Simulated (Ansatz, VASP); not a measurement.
**Two plane-wave programs on Ti3Al**

```xyz
4
Lattice="2.8561 0.0000 0.0000 -1.4281 2.4735 0.0000 0.0000 0.0000 9.0899" Properties=species:S:1:pos:R:3 pbc="T T T"
Ti    1.4281    0.8245    0.0000
Ti    0.0000    1.6490    6.8224
Ti    0.0000    1.6490    2.2675
Al    1.4281    0.8245    4.5449
```

Alike in both runs: functional LDA; k mesh 12 × 12 × 4; occupations fermi-dirac, width 0.15 eV; no spin polarisation.

Ansatz relaxed the structure, and its values are those at the end. VASP's run is a single point on that final structure, the one shown.

|  | VASP | Ansatz |
| --- | --- | --- |
| version | VASP 6.6.1 | Ansatz 0.2.0 |
| potentials or method | VASP PAW LDA potentials, release 64 (Ti_sv, Al), cutoff 520 eV | scalar-relativistic, plane waves, PAW |
| valence electrons in the cell | 39 | 39 |

```csv
,VASP,Ansatz,Ansatz less VASP
gap on the k mesh at the Fermi level (eV),none,none,-
pressure (GPa),0.0,0.0,+0.05
rms of the force components (eV/Å),0.004,0.000,-0.0040
```

Ansatz warns that its potentials were made for another functional, while VASP's fit it. LDA's correlation is that of Perdew and Zunger in VASP and of Perdew and Wang (1992) in Ansatz. A gap of «none» marks a metal or a gap that the smearing closes.
